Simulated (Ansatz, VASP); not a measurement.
# One calculation of Mg, two programs

```
CELL_PARAMETERS angstrom
5.65744 0.00000 0.00000
-2.82872 4.89949 0.00000
0.00000 0.00000 3.08207
ATOMIC_POSITIONS crystal
Mg 0.00000 0.50000 0.33333
Mg 0.50000 0.50000 0.66667
Mg 0.50000 0.00000 0.00000
```

Alike in both runs: functional PBE; k mesh 12 × 12 × 10; occupations gaussian, width 0.1 eV; no spin polarisation.

Ansatz relaxed the structure, and its values are those at the end. VASP's run is a single point on that final structure, the one shown.

```csv
,VASP,Ansatz
version,VASP 6.6.1,Ansatz 0.2.0
potentials or method,"VASP PAW PBE potentials, release 64 (Mg), cutoff 520 eV","scalar-relativistic, plane waves, PAW"
valence electrons in the cell,6,30
```

|  | VASP | Ansatz | Ansatz less VASP |
| --- | --- | --- | --- |
| gap on the k mesh at the Fermi level (eV) | none | none | - |
| pressure (GPa) | -0.1 | 0.0 | +0.07 |

A gap of «none» marks a metal or a gap that the smearing closes. VASP's potentials hold 6 valence electrons a cell and Ansatz's 30, so a difference there can come from the potentials and not from the codes.
